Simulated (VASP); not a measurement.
Al2O3, 10 atoms in the cell. It takes space group R-3c (No. 167, trigonal). Conventional cell: a = 4.492 Å, b = 4.492 Å, c = 14.695 Å, α = 90.00°, β = 90.00°, γ = 120.00°. Within 2.5 Å of Al (site symmetry 3) lie 6 O at 1.86 to 1.99 Å. Within 2.5 Å of O (site symmetry 2) lie 4 Al at 1.86 to 1.99 Å and 2 O at 2.38 Å.  This cell differs from its parent crystal: atoms shifted along a free coordinate, c/a of the conventional cell at fixed volume 3.2715.

| Quantity | Value |
| --- | --- |
| Program | VASP 6.6.1 |
| Task | single point |
| Functional | PBEsol |
| Potentials or basis | VASP PAW PBE potentials, release 64 (Al, O) |
| Cutoff | 520 eV |
| k mesh | 6 × 6 × 6 |
| Occupations | gaussian, width 0.05 eV |
| Spin | no spin polarisation |
| Dipole correction | no |
| Further INCAR settings | ALGO = Normal; EDIFF = 1e-07; NBANDS = 35 |

Potentials or basis: VASP PAW PBE potentials, release 64 (Al, O).

Run with:

```bash
$ cat potpaw_PBE.64/Al/POTCAR potpaw_PBE.64/O/POTCAR > POTCAR
$ mpirun -np 1 vasp_std > vasp.out
```

Hardware: 1 thread of AMD EPYC 9R45 96-Core Processor (Zen 5), with other jobs on the host.

Task: How long does it take, and how much memory?

Result: Wall time 70 s on 1 thread of AMD EPYC 9R45 96-Core Processor (Zen 5), on a shared host, peak memory 0.24 GiB. Counts: scf iterations 14, k points 32.
